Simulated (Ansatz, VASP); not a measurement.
Al: VASP beside Ansatz

File INCAR:

```
  ALGO = Normal
  EDIFF = 1E-6
  ENCUT = 520
  GGA = RE
  ISIF = 2
  ISMEAR = -1
  LASPH = True
  LCHARG = False
  LREAL = False
  LWAVE = False
  NBANDS = 12
  NELM = 100
  PREC = Accurate
  SIGMA = 0.1
```

KPOINTS

```
k-points
0
Gamma
  9 9 12
```

POSCAR

```
Al
1.0
    4.4787984828      0.0000000000      0.0000000000
   -2.2393992414      3.8787532645      0.0000000000
    0.0000000000      0.0000000000      2.7721530946
Al
3
Direct
    0.0000000000      0.0000000000      0.0000000000
    0.3333333333      0.6666666667      0.5000000000
    0.6666666667      0.3333333333      0.5000000000
```

Input for Ansatz:

```yaml
crystal:
  lattice:
    - [4.4787984828, 0.0, 0.0]
    - [-2.2393992414, 3.8787532645, 0.0]
    - [0.0, 0.0, 2.7721530946]
  atoms:
    - { symbol: Al, position: [0.0, 0.0, 0.0] }
    - { symbol: Al, position: [0.3333333333, 0.6666666667, 0.5] }
    - { symbol: Al, position: [0.6666666667, 0.3333333333, 0.5] }
hamiltonian:
  xc: revpbe
  pseudopotentials:
    kind: paw
    azcp:
      Al: "pseudopotentials/Al.paw.azcp"
basis:
  ecutwfc: 420
  fft_grid_basis: typed
kpoints:
  mp_grid: { grid: [9, 9, 12], shift: [0, 0, 0] }
magnetization:
  spin_polarized: false
scf:
  occupations: { method: fermi_dirac, width: 0.1 }
  lower_state_search: "off"
output:
  stress: true
  write_density: true
  write_potential: true
  elf: true
  volumetric_format: npy
```

Alike in both runs: task single point; functional revPBE; k mesh 9 × 9 × 12; occupations fermi-dirac, width 0.1 eV; no spin polarisation.

|  | VASP | Ansatz |
| --- | --- | --- |
| version | VASP 6.6.1 | Ansatz 0.2.0 |
| potentials or method | VASP PAW PBE potentials, release 64 (Al), cutoff 520 eV | plane waves (420 eV) with PAW, scalar-relativistic |
| valence electrons in the cell | 9 | 9 |

```tsv
	VASP	Ansatz	Ansatz less VASP
pressure (GPa)	6.6	6.8	+0.17
traceless stress, the component that is largest in VASP (GPa)	-1.87	-1.89	-0.022
```

VASP's potentials were made for PBE, not for revPBE. The functional is the same, so the differences come from potentials, cutoffs and numerics.
